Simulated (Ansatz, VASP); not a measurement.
# Ni3AgC: VASP beside Ansatz

```xyz
5
Lattice="3.8356 0.0000 0.0000 0.0000 3.8356 0.0000 0.0000 0.0000 3.8356" Properties=species:S:1:pos:R:3 pbc="T T T"
Ag    0.0000    0.0000    0.0000
C     1.9178    1.9178    1.9178
Ni    1.9178    1.9178    0.0000
Ni    1.9178    0.0000    1.9178
Ni    0.0000    1.9178    1.9178
```

Alike in both runs: functional PBE; k mesh 10 × 10 × 10; occupations gaussian, width 0.1 eV; collinear spin.

Ansatz relaxed the structure, and its values are those at the end. VASP's run is a single point on that final structure, the one shown.

```csv
,VASP,Ansatz
version,VASP 6.6.1,Ansatz 0.2.0
potentials or method,"VASP PAW PBE potentials, release 64 (Ag, C, Ni), cutoff 520 eV","scalar-relativistic, plane waves, PAW"
valence electrons in the cell,45,77
```

|  | VASP | Ansatz | Ansatz less VASP |
| --- | --- | --- | --- |
| gap on the k mesh at the Fermi level (eV) | none | none | - |
| pressure (GPa) | 0.1 | 0.0 | -0.06 |
| net moment per atom (μB) | 0.13 | 0.13 | +0.004 |
| size of the moment on the site where the two differ most (μB) | 0.20 | 0.19 | -0.007 |

Site moments also hang on the region over which each program counts them. A gap of «none» marks a metal or a gap that the smearing closes. VASP's potentials hold 45 valence electrons a cell and Ansatz's 77, so a difference there can come from the potentials and not from the codes.
